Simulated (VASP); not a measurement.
# NiO in VASP: notebook

Runs on NiO. Level: r2SCAN. Tasks: single point.

Everything below comes from runs of VASP 6.6.1. Logs are shortened: lines on timing, memory, paths and dates and some standing lists are left out, and cuts for length are marked.

### 1 The cell of the first run

The structure is tetragonal, space group I4/mmm (No. 139). The conventional cell has a = 2.843 Å, b = 2.843 Å, c = 4.289 Å, α = 90.00°, β = 90.00°, γ = 90.00°. Within 2.7 Å of Ni (site symmetry 4/mmm) lie 6 O at 2.01 to 2.14 Å. Within 2.7 Å of O (site symmetry 4/mmm) lie 6 Ni at 2.01 to 2.14 Å.

### 2 Single point, r2SCAN, collinear spin, ferromagnetic start (biaxial strain in the a-b plane: -4.0 %)

File POSCAR:

```
NiO
1.0
    2.0105265571      2.0105265571      0.0000000000
   -2.0105265571      2.0105265571      0.0000000000
    0.0000000000      0.0000000000      4.2891233219
Ni O
2 2
Direct
    0.0000000000      0.0000000000      0.0000000000
    0.5000000000      0.5000000000      0.5000000000
    0.5000000000      0.5000000000      0.0000000000
    0.0000000000      0.0000000000      0.5000000000
```

File INCAR.step1:

```
PREC     = Accurate       # precision mode
ENCUT    = 520            # plane-wave cutoff, eV
ISMEAR   = 0              # smearing method
SIGMA    = 0.02           # smearing width, eV
LREAL    = F              # projectors in reciprocal space
LASPH    = T              # aspherical terms in the spheres
NELM     = 150            # most SCF steps
ISPIN    = 2              # spin polarisation
MAGMOM   = 1.84 1.84 0.31 0.31 # initial moments
LMAXMIX  = 4              # l up to which the mixer works
NBANDS   = 28             # bands
GGA      = PE             # functional
ALGO     = Normal         # electronic algorithm
EDIFF    = 1E-4           # SCF threshold, eV
LWAVE    = T              # write WAVECAR
LCHARG   = F              # write CHGCAR
```

File INCAR.step2:

```
PREC     = Accurate       # precision mode
ENCUT    = 520            # plane-wave cutoff, eV
EDIFF    = 1E-6           # SCF threshold, eV
ISMEAR   = 0              # smearing method
SIGMA    = 0.02           # smearing width, eV
LREAL    = F              # projectors in reciprocal space
LASPH    = T              # aspherical terms in the spheres
NELM     = 150            # most SCF steps
ALGO     = Normal         # electronic algorithm
ISIF     = 2              # what is computed and relaxed
LWAVE    = F              # write WAVECAR
LCHARG   = F              # write CHGCAR
ISPIN    = 2              # spin polarisation
MAGMOM   = 1.84 1.84 0.31 0.31 # initial moments
LORBIT   = 11             # projections on sites
LMAXMIX  = 4              # l up to which the mixer works
METAGGA  = R2SCAN         # meta-GGA
LMIXTAU  = T            
NBANDS   = 28             # bands
ISTART   = 1
```

File KPOINTS:

```
Automatic mesh
0
Gamma
  10 10 8
```

Potentials or basis: VASP PAW PBE potentials, release 64 (Ni, O).

On the command line:

```sh
$ cat potpaw_PBE.64/Ni/POTCAR potpaw_PBE.64/O/POTCAR > POTCAR
$ cp INCAR.step1 INCAR
$ mpirun -np 1 vasp_std > vasp.out
$ cp INCAR.step2 INCAR
$ mpirun -np 1 vasp_std > vasp.out
```

OUTCAR:

```text
PREC = Accurate
   ENCUT = 520
   EDIFF = 1E-6
   ISMEAR = 0
   LREAL = F
   LASPH = T
   NELM = 150
   ISIF = 2
   ISPIN = 2
   LORBIT = 11
   METAGGA = R2SCAN
   ISTART = 1

 ion  position               nearest neighbor table
   1  0.000  0.000  0.000-   3 2.01   3 2.01   3 2.01   3 2.01   4 2.14   4 2.14   2 2.94   2 2.94
                             2 2.94   2 2.94   2 2.94   2 2.94   2 2.94   2 2.94
   2  0.500  0.500  0.500-   4 2.01   4 2.01   4 2.01   4 2.01   3 2.14   3 2.14   1 2.94   1 2.94
                             1 2.94   1 2.94   1 2.94   1 2.94   1 2.94   1 2.94
   3  0.500  0.500  0.000-   1 2.01   1 2.01   1 2.01   1 2.01   2 2.14   2 2.14
   4  0.000  0.000  0.500-   2 2.01   2 2.01   2 2.01   2 2.01   1 2.14   1 2.14

  LATTYP: Found a simple tetragonal cell.
 ALAT       =     2.8433139246
 C/A-ratio  =     1.5084944666

  Lattice vectors:

 A1 = (   2.0105265571,   2.0105265571,   0.0000000000)
 A2 = (  -2.0105265571,   2.0105265571,   0.0000000000)
 A3 = (   0.0000000000,   0.0000000000,   4.2891233219)

Analysis of symmetry for initial positions (statically):
=====================================================================
 Subroutine PRICEL returns following result:

  LATTYP: Found a body centered tetragonal cell.
 ALAT       =     2.8433139246
 C/A-ratio  =     1.5084944666
[... 12 lines left out ...]
 Subroutine GETGRP returns: Found 16 space group operations
 (whereof 16 operations were pure point group operations)
 out of a pool of 16 trial point group operations.

The static configuration has the point symmetry D_4h.

Analysis of symmetry for dynamics (positions and initial velocities):
=====================================================================
 Subroutine PRICEL returns following result:

  LATTYP: Found a body centered tetragonal cell.
 ALAT       =     2.8433139246
 C/A-ratio  =     1.5084944666
[... 12 lines left out ...]
 Subroutine GETGRP returns: Found 16 space group operations
 (whereof 16 operations were pure point group operations)
 out of a pool of 16 trial point group operations.

The dynamic configuration has the point symmetry D_4h.

Analysis of structural, dynamic, and magnetic symmetry:
=====================================================================
 Subroutine PRICEL returns following result:

  LATTYP: Found a body centered tetragonal cell.
 ALAT       =     2.8433139246
 C/A-ratio  =     1.5084944666
[... 12 lines left out ...]
 Subroutine GETGRP returns: Found 16 space group operations
 (whereof 16 operations were pure point group operations)
 out of a pool of 16 trial point group operations.

The overall configuration has the point symmetry D_4h.

 Subroutine INISYM returns: Found 16 space group operations
 (whereof 16 operations are pure point group operations),
 and found     2 'primitive' translations

----------------------------------------------------------------------------------------

                                     Primitive cell

  volume of cell :      17.3376

  direct lattice vectors                    reciprocal lattice vectors
     2.010526557  0.000000000 -2.144561661     0.248691070  0.248691070 -0.233147878
    -2.010526557  0.000000000 -2.144561661    -0.248691070  0.248691070 -0.233147878
     0.000000000  2.010526557  2.144561661     0.000000000  0.497382139  0.000000000

  length of vectors
     2.939619321  2.939619321  2.939619321     0.421962592  0.421962592  0.497382139

  position of ions in fractional coordinates (direct lattice)
     0.000000000  0.000000000  0.000000000
     0.500000000  0.500000000  0.000000000

  ion indices of the primitive-cell ions
   primitive index   ion index
                 1           1
                 2           4

----------------------------------------------------------------------------------------

 KPOINTS: Automatic mesh

Automatic generation of k-mesh.
 Grid dimensions read from file:
 generate k-points for:   10   10    8

 Generating k-lattice:

  Cartesian coordinates                     Fractional coordinates (reciprocal lattice)
     0.024869107  0.024869107  0.000000000     0.100000000  0.000000000  0.000000000
    -0.024869107  0.024869107  0.000000000     0.000000000  0.100000000  0.000000000
     0.000000000  0.000000000  0.029143485     0.000000000  0.000000000  0.125000000

  Length of vectors
     0.035170228  0.035170228  0.029143485

  Shift w.r.t. Gamma in fractional coordinates (k-lattice)
     0.000000000  0.000000000  0.000000000

 Subroutine IBZKPT returns following result:
 ===========================================

 Found    105 irreducible k-points:

 Following reciprocal coordinates:
            Coordinates               Weight
  0.000000  0.000000  0.000000      1.000000
  0.100000  0.000000  0.000000      4.000000
  0.200000  0.000000  0.000000      4.000000
  0.300000  0.000000  0.000000      4.000000
  0.400000  0.000000  0.000000      4.000000
[... 24 lines left out ...]
   LREAL  =      F    real-space projection
   EDIFFG = 0.1E-04   stopping-criterion for IOM
   NSW    =      0    number of steps for IOM
   IBRION =     -1    ionic relax: 0-MD 1-quasi-New 2-CG
   NFREE  =      0    steps in history (QN), initial steepest desc. (CG)
   ISIF   =      2    stress and relaxation
   ISYM   =      2    0-nonsym 1-usesym 2-fastsym
   POTIM  = 0.5000    time-step for ionic-motion
   TEBEG  =    0.0;   TEEND  =   0.0 temperature during run
   PSTRESS=    0.0 pullay stress
   NELECT =      32.0000    total number of electrons
   NUPDOWN=      -1.0000    fix difference up-down
   EMIN   =  10.00;   EMAX   =-10.00  energy-range for DOS
   EFERMI =   0.00;   METHOD = LEGACY
   ISMEAR =     0;   SIGMA  =   0.02  broadening in eV -4-tet -1-fermi 0-gaus
   EFERMI_NEDOS =   21; number of points for ismear=-14 and -15
   IALGO  =     38    algorithm
   IMIX   =      4    mixing-type and parameters
     AMIX     =   0.40;   BMIX     =  1.00
     AMIX_MAG =   1.60;   BMIX_MAG =  1.00
  volume/ion in A,a.u.               =       8.67        58.50
  Fermi-wavevector in a.u.,A,eV,Ry     =   1.593867  3.011972 34.564408  2.540412
  Thomas-Fermi vector in A             =   2.692030
   LORBIT       =     11    0 simple, 1 ext, 2 COOP (PROOUT), +10 PAW based schemes
   METAGGA = R2SCAN    functional components
   LHFCALC =     F    Hartree Fock is set to
   AEXX    =    0.0000 exact exchange contribution
   IVDW    =     0    specifies the selected vdW correction
   LEPSILON=     F    determine dielectric tensor
   LRPA    =     F    only Hartree local field effects (RPA)
 spin polarized calculation
 Gauss-broadening in eV      SIGMA  =   0.02
  energy-cutoff  :      520.00
  volume of cell :       34.68
 maximum number of plane-waves:       976
 NGX is ok and might be reduce to    24

 number of electron      32.0000004 magnetization       3.9976069

 Free energy of the ion-electron system (eV)
  ---------------------------------------------------
  ext. energy  EPLUGINS =         0.00000000
  ---------------------------------------------------
  free energy    TOTEN  =       -40.02865343 eV

  energy without entropy =      -40.02862412  energy(sigma->0) =      -40.02863877

 E-fermi :   8.6735     XC(G=0): -13.7222

 val. band max:        8.6610024411   @ k =   0.5000   0.0000   0.5000
 cond. band min:       8.7182614693   @ k =   0.1000   0.0000   0.0000
 fundamental gap:      0.0572590282
 Fermi energy:         8.6734724541

 spin component 1

 k-point     1 :       0.0000    0.0000    0.0000
  band No.  band energies     occupation
      1     -13.3528      1.00000
      2     -11.9785      1.00000
      3       0.9141      1.00000
      4       3.9873      1.00000
      5       3.9873      1.00000
      6       4.0933      1.00000
[... 733 lines left out ...]
     27      28.4539      0.00000
     28      29.8262      0.00000

 [... further k-points ...]

 spin component 2

 k-point     1 :       0.0000    0.0000    0.0000
  band No.  band energies     occupation
      1     -12.8125      1.00000
      2     -11.2971      1.00000
      3       1.3563      1.00000
      4       4.6083      1.00000
      5       4.6083      1.00000
      6       4.9782      1.00000
[... 733 lines left out ...]
     27      29.0008      0.00000
     28      30.2805      0.00000

 [... further k-points ...]
[... 5 lines left out ...]
  --------------------------------------------------------------------------------------
  -------------------------------------------------------------------------------------
  Total        5.0719573      5.0719573      0.4111106      0.0000000     -0.0000000     -0.0000000
  in kB      234.3516494    234.3516494     18.9955169      0.0000000     -0.0000000     -0.0000000
  external PRESSURE =     162.5662719 kB  Pullay stress =       0.0000000 kB

 VOLUME and BASIS-vectors are now :
 -----------------------------------------------------------------------------
  energy-cutoff  :      520.00
  volume of cell :       34.68
      direct lattice vectors                 reciprocal lattice vectors
     2.010526557  2.010526557  0.000000000     0.248691070  0.248691070  0.000000000
    -2.010526557  2.010526557  0.000000000    -0.248691070  0.248691070  0.000000000
     0.000000000  0.000000000  4.289123322     0.000000000  0.000000000  0.233147878

 POSITION                                       TOTAL-FORCE (eV/Angst)
 -----------------------------------------------------------------------------------
      0.00000      0.00000      0.00000         0.000000     -0.000000      0.000000
      0.00000      2.01053      2.14456         0.000000     -0.000000      0.000000
      0.00000      2.01053      0.00000        -0.000000      0.000000     -0.000000
      0.00000      0.00000      2.14456        -0.000000      0.000000     -0.000000
 -----------------------------------------------------------------------------------
    total drift:                                0.000000     -0.000000     -0.000000

  FREE ENERGIE OF THE ION-ELECTRON SYSTEM (eV)
  ---------------------------------------------------
  free  energy   TOTEN  =       -40.0286534262 eV

  energy  without entropy=      -40.0286241235  energy(sigma->0) =      -40.02863877

 total charge

# of ion       s       p       d       tot
------------------------------------------
    1        0.359   0.469   8.216   9.044
    2        0.359   0.469   8.216   9.044
    3        1.556   3.529   0.000   5.085
    4        1.556   3.529   0.000   5.085
--------------------------------------------------
tot          3.830   7.996  16.432  28.258

 magnetization (x)

# of ion       s       p       d       tot
------------------------------------------
    1        0.014   0.013   1.658   1.685
    2        0.014   0.013   1.658   1.685
    3        0.030   0.252   0.000   0.283
    4        0.030   0.252   0.000   0.283
--------------------------------------------------
tot          0.088   0.531   3.316   3.935
```

Run time: 4.5 min. Hardware: 1 thread of Intel Xeon 6975P-C (Granite Rapids), shared host; peak memory 0.27 GiB.

Results:

* Free energy: -40.0287 eV
* Pressure: 16.3 GPa
* Band gap on the k mesh: zero (filled and empty bands overlap)
* Net moment: 4.00 μB per cell
* Site moments: Ni +1.69; O +0.28 μB
* Valence electrons inside the program's atomic spheres: Ni 9.04; O 5.08

Caveat: the cell differs from its parent crystal (biaxial strain in the a-b plane: -4.0 %); the cell stands under pressure; the PAW data sets were made with another functional, which shifts forces and pressure a little; semilocal functionals often make such compounds metallic where correlation or magnetic order opens a gap, which also shifts bond lengths.

### 3 Single point, r2SCAN, collinear spin, ferromagnetic start (biaxial strain in the a-b plane: -4.0 %, then relaxed in part)

POSCAR, as its differences from that of step 2:

```diff
@@ -4,3 +4,3 @@
    -2.0105265571      2.0105265571      0.0000000000
-    0.0000000000      0.0000000000      4.2891233219
+    0.0000000000      0.0000000000      4.3139568851
 Ni O
```

File INCAR.step1:

```
SYSTEM = NiO
  ALGO = Normal
  EDIFF = 1E-4
  ENCUT = 520
  GGA = PE
  ISMEAR = 0
  ISPIN = 2
  LASPH = .TRUE.
  LCHARG = .FALSE.
  LMAXMIX = 4
  LREAL = .FALSE.
  LWAVE = .TRUE.
  MAGMOM = 1.84 1.84 0.31 0.31
  NBANDS = 28
  NELM = 150
  PREC = Accurate
  SIGMA = 0.02
```

File INCAR.step2:

```
SYSTEM = NiO
  ALGO = Normal
  EDIFF = 1E-7
  ENCUT = 520
  ISIF = 2
  ISMEAR = 0
  ISPIN = 2
  ISTART = 1
  LASPH = .TRUE.
  LCHARG = .FALSE.
  LMAXMIX = 4
  LMIXTAU = .TRUE.
  LORBIT = 11
  LREAL = .FALSE.
  LWAVE = .FALSE.
  MAGMOM = 1.84 1.84 0.31 0.31
  METAGGA = R2SCAN
  NBANDS = 28
  NELM = 150
  PREC = Accurate
  SIGMA = 0.02
```

File KPOINTS:

```
k-points
0
G
  10 10 8
  0 0 0
```

Potentials or basis: VASP PAW PBE potentials, release 64 (Ni, O).

On the command line:

```sh
$ cat potpaw_PBE.64/Ni/POTCAR potpaw_PBE.64/O/POTCAR > POTCAR
$ cp INCAR.step1 INCAR
$ mpirun -np 1 vasp_std > vasp.out
$ cp INCAR.step2 INCAR
$ mpirun -np 1 vasp_std > vasp.out
```

It took 5.2 min on 1 thread of Intel Xeon 6975P-C (Granite Rapids), shared host; peak memory 0.27 GiB.

Results (log left out):

```
Free energy                                           : -40.0300 eV
Pressure                                              : 15.0 GPa
Band gap on the k mesh                                : zero (filled and empty bands overlap)
Net moment                                            : 4.00 μB per cell
Site moments                                          : Ni +1.69; O +0.28 μB
Valence electrons inside the program's atomic spheres : Ni 9.04; O 5.08
```

Stress tensor (GPa, compression positive):
```
22.49  0.00  0.00
 0.00 22.49  0.00
 0.00  0.00 -0.02
```

Levels at points of the mesh, in eV from the Fermi level:
Spin up:
```
           k point  band 16  band 17  band 18  band 19  band 20  band 21
(0.00, 0.00, 0.00)    -3.32    -2.62    -2.62     2.09     6.83    10.85
(0.50, 0.00, 0.00)    -1.99    -0.10    -0.10     7.90     7.90    10.90
(0.50, 0.50, 0.00)    -2.69    -2.47    -2.47     6.71     6.71    11.86
(0.00, 0.00, 0.50)    -2.54    -2.54    -2.54     5.65     5.65    12.96
(0.50, 0.00, 0.50)    -0.59    -0.01    -0.01     5.98     5.98    10.99
(0.50, 0.50, 0.50)    -2.47    -2.34    -2.34     8.88     8.88    11.68
```
Spin down:
```
           k point  band 12  band 13  band 14  band 15  band 16  band 17
(0.00, 0.00, 0.00)    -2.58    -1.65    -1.65    -0.05     0.34     0.71
(0.50, 0.00, 0.00)    -1.44    -1.05    -1.05     0.90     0.90     3.56
(0.50, 0.50, 0.00)    -1.73    -1.50    -1.50     0.67     0.67     1.50
(0.00, 0.00, 0.50)    -1.62    -1.62    -1.62     0.52     0.52     1.49
(0.50, 0.00, 0.50)    -1.52    -1.24    -1.24     2.81     2.81     3.58
(0.50, 0.50, 0.50)    -2.12    -1.50    -1.50     1.44     1.44     1.73
```

Caveat: the cell differs from its parent crystal (biaxial strain in the a-b plane: -4.0 %, then relaxed in part); the cell stands under pressure; the PAW data sets were made with another functional, which shifts forces and pressure a little; semilocal functionals often make such compounds metallic where correlation or magnetic order opens a gap, which also shifts bond lengths.

### 4 Single point, r2SCAN, collinear spin, ferromagnetic start

This run uses another cell than the first one: it holds 2 atoms, not 4.

File POSCAR:

```
NiO
1.0
    0.0000000000      2.0942985154      2.0942985154
    2.0942985154      0.0000000000      2.0942985154
    2.0942985154      2.0942985154      0.0000000000
Ni O
1 1
Direct
    0.0000000000      0.0000000000      0.0000000000
    0.5000000000      0.5000000000      0.5000000000
```

File INCAR.step1:

```
SYSTEM = NiO
ALGO = Normal ; EDIFF = 1E-5
ENCUT = 660 ; GGA = PE
GGA_COMPAT = .FALSE. ; ISMEAR = 0
ISPIN = 2 ; LASPH = .TRUE.
LCHARG = .FALSE. ; LMAXMIX = 4
LREAL = .FALSE. ; LWAVE = .TRUE.
MAGMOM = 1.84 0.31 ; NBANDS = 23
NELM = 200 ; PREC = Accurate
SIGMA = 0.02
```

File INCAR.step2:

```
SYSTEM = NiO
ALGO = Normal ; EDIFF = 1E-6
ENCUT = 660 ; GGA_COMPAT = .FALSE.
ISIF = 2 ; ISMEAR = 0
ISPIN = 2 ; ISTART = 1
LASPH = .TRUE. ; LCHARG = .FALSE.
LMAXMIX = 4 ; LMIXTAU = .TRUE.
LORBIT = 11 ; LREAL = .FALSE.
LWAVE = .FALSE. ; MAGMOM = 1.84 0.31
METAGGA = R2SCAN ; NBANDS = 23
NELM = 200 ; PREC = Accurate
SIGMA = 0.02
```

File KPOINTS:

```
k-points
0
G
  12 12 12
  0 0 0
```

Potentials or basis: VASP PAW PBE potentials, release 64 (Ni_sv_GW, O).

On the command line:

```sh
$ cat potpaw_PBE.64/Ni_sv_GW/POTCAR potpaw_PBE.64/O/POTCAR > POTCAR
$ cp INCAR.step1 INCAR
$ mpirun -np 1 vasp_std > vasp.out
$ cp INCAR.step2 INCAR
$ mpirun -np 1 vasp_std > vasp.out
```

Run time: 7.2 min. Hardware: 1 thread of AMD EPYC 7R13 (Zen 3), shared host; peak memory 0.21 GiB.

Results (log left out):

```yaml
Free_energy: -21.1111 eV
Pressure: -1.8 GPa
Band_gap_on_the_k_mesh: 0.85 eV (least direct gap 1.86 eV)
Net_moment: 2.00 μB per cell
Site_moments: Ni +1.70; O +0.27 μB
Valence_electrons_inside_the_program's_atomic_spheres: Ni 16.10; O 5.05
```

Levels at points of the mesh, in eV from the valence-band top:
Spin up:
```tsv
k point	band 11	band 12	band 13	band 14	band 15	band 16
(0.00, 0.00, 0.00)	-2.78	-2.78	-2.78	2.10	18.70	19.56
(0.50, 0.00, 0.00)	-1.79	0.00	0.00	6.27	10.82	14.77
(0.50, 0.50, 0.00)	-3.11	-2.13	-2.13	6.71	11.54	12.72
```
Spin down:
| k point | band 9 | band 10 | band 11 | band 12 | band 13 | band 14 |
| --- | --- | --- | --- | --- | --- | --- |
| (0.00, 0.00, 0.00) | -2.13 | -2.13 | -2.13 | 0.85 | 0.86 | 2.67 |
| (0.50, 0.00, 0.00) | -1.21 | -1.21 | -0.85 | 3.58 | 3.59 | 6.62 |
| (0.50, 0.50, 0.00) | -3.04 | -1.16 | -1.16 | 1.32 | 1.86 | 7.35 |

Caveat: the PAW data sets were made with another functional, which shifts forces and pressure a little; a cell with one magnetic atom can't hold antiferromagnetic order, which such compounds often take.

### 5 The runs side by side

```csv
potentials or basis,cell,k mesh,cutoff (eV),gap on the mesh (eV),pressure (GPa),moment (μB)
"VASP PAW PBE potentials, release 64 (Ni, O)","a = 2.843, b = 2.843, c = 4.289 Å, 4 atoms, atomic positions A",10 × 10 × 8,520,none,16.3,4.00
"VASP PAW PBE potentials, release 64 (Ni, O)","a = 2.843, b = 2.843, c = 4.314 Å, 4 atoms, atomic positions A",10 × 10 × 8,520,none,15.0,4.00
"VASP PAW PBE potentials, release 64 (Ni_sv_GW, O)","a = 2.962 Å, angles 60.0°, 2 atoms, atomic positions B",12 × 12 × 12,660,0.85,-1.8,2.00
```

Alike in all rows: task single point; level r2SCAN; spin collinear, ferromagnetic start; smearing gaussian 0.02 eV.

Caveats: the PAW data sets were made with another functional, which shifts forces and pressure a little; the cell stands under pressure (at least some runs); semilocal functionals often make such compounds metallic where correlation or magnetic order opens a gap, which also shifts bond lengths (at least some runs); a cell with one magnetic atom can't hold antiferromagnetic order, which such compounds often take (at least some runs).

Total energies depend on the potentials used, so only differences within one code and one set of settings carry meaning.
